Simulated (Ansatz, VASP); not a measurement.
## Two plane-wave programs on TePb

Contents of POSCAR:

```
TePb
1.0
    0.0000000000      3.2678368520      3.2678368520
    3.1305877042      0.0000000000      3.2678368520
    3.1305877042      3.2678368520      0.0000000000
Pb Te
1 1
Direct
    0.0000000000      0.0000000000      0.0000000000
    0.5000000000      0.5000000000      0.5000000000
```

Contents of INCAR.step1:

```
SYSTEM = TePb
PREC = Accurate ; ENCUT = 520
ISMEAR = 0 ; SIGMA = 0.01
LREAL = .False. ; LASPH = .True.
NELM = 100 ; NBANDS = 17
GGA = PE ; ALGO = Normal
EDIFF = 1E-4 ; LWAVE = .True.
LCHARG = .False.
```

The input INCAR.step2:

```
SYSTEM = TePb
PREC = Accurate ; ENCUT = 520
EDIFF = 1E-6 ; ISMEAR = 0
SIGMA = 0.01 ; LREAL = .False.
LASPH = .True. ; NELM = 100
ALGO = Normal ; ISIF = 2
LWAVE = .False. ; LCHARG = .False.
METAGGA = R2SCAN ; LMIXTAU = .True.
NBANDS = 17 ; ISTART = 1
```

The input KPOINTS:

```
Automatic mesh
0
Gamma
  8 8 8
  0 0 0
```

Input for Ansatz:

```yaml
crystal:
  lattice:
    - [0.0, 3.267836852, 3.267836852]
    - [3.1305877042, 0.0, 3.267836852]
    - [3.1305877042, 3.267836852, 0.0]
  atoms:
    - { symbol: Pb, position: [0.0, 0.0, 0.0] }
    - { symbol: Te, position: [0.5, 0.5, 0.5] }
kpoints:
  mp_grid: { grid: [8, 8, 8] }
  band_path:
    path:
      - [0.0, 0.0, 0.0]
      - [0.5, 0.0, 0.5]
      - [0.625, 0.25, 0.625]
      - [0.375, 0.375, 0.75]
      - [0.5, 0.5, 0.5]
      - [0.5, 0.25, 0.75]
      - [0.0, 0.0, 0.5]
    npoints: 1
hamiltonian:
  xc: r2scan
scf:
  occupations: { method: fixed }
  n_extra_bands: 4
output:
  forces: true
  stress: true
  eigenvalues: true
```

Change from the starting cell: uniaxial_x strain -4.2%.

Alike in both runs: task single point; functional r2SCAN; k mesh 8 × 8 × 8; no spin polarisation.

|  | VASP | Ansatz |
| --- | --- | --- |
| version | VASP 6.6.1 | Ansatz 0.2.0 |
| potentials or method | VASP PAW PBE potentials, release 64 (Pb_d, Te) | plane waves, PAW |
| plane-wave cutoff (eV) | 520 | 500 |
| occupations | gaussian, width 0.01 eV | fixed |
| valence electrons in the cell | 20 | 30 |

Ansatz gave:

| Item | Value |
| --- | --- |
| gap on the k mesh at the Fermi level (eV) | 0.88 |
| pressure (GPa) | 2.3 |
| traceless stress, the component that is largest in VASP (GPa) | 4.04 |

Problem. Which values does VASP return?

Solution. gap on the k mesh at the Fermi level (eV): 0.88; pressure (GPa): 2.3; traceless stress, the component that is largest in VASP (GPa): 4.05.

VASP's potentials were made for PBE, not for r2SCAN. VASP's potentials hold 20 valence electrons a cell and Ansatz's 30, so a difference there can come from the potentials and not from the codes.

Neither program's run includes spin-orbit coupling.
